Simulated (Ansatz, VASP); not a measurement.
# AgCl: VASP beside Ansatz

```
Ag Cl
1.0
     4.51974    0.00000    0.00000
    -2.25987    3.91421    0.00000
     0.00000    0.00000    5.72250
Ag Cl
2 2
Direct
  0.33333 0.66667 0.93778
  0.66667 0.33333 0.43778
  0.33333 0.66667 0.43722
  0.66667 0.33333 0.93722
```

Alike in both runs: task single point; functional PBE; k mesh 6 × 6 × 4; no spin polarisation.

```csv
,VASP,Ansatz
version,VASP 6.6.1,Ansatz 0.2.0
potentials or method,"VASP PAW PBE potentials, release 64 (Ag, Cl)","plane waves, PAW"
plane-wave cutoff (eV),520,420
occupations,"gaussian, width 0.01 eV",fixed
valence electrons in the cell,36,52
```

|  | VASP | Ansatz | Ansatz less VASP |
| --- | --- | --- | --- |
| gap on the k mesh at the Fermi level (eV) | 1.36 | 1.36 | +0.001 |
| pressure (GPa) | 1.1 | 1.2 | +0.12 |
| traceless stress, the component that is largest in VASP (GPa) | 0.30 | 0.28 | -0.021 |

VASP's potentials hold 36 valence electrons a cell and Ansatz's 52, so a difference there can come from the potentials and not from the codes.
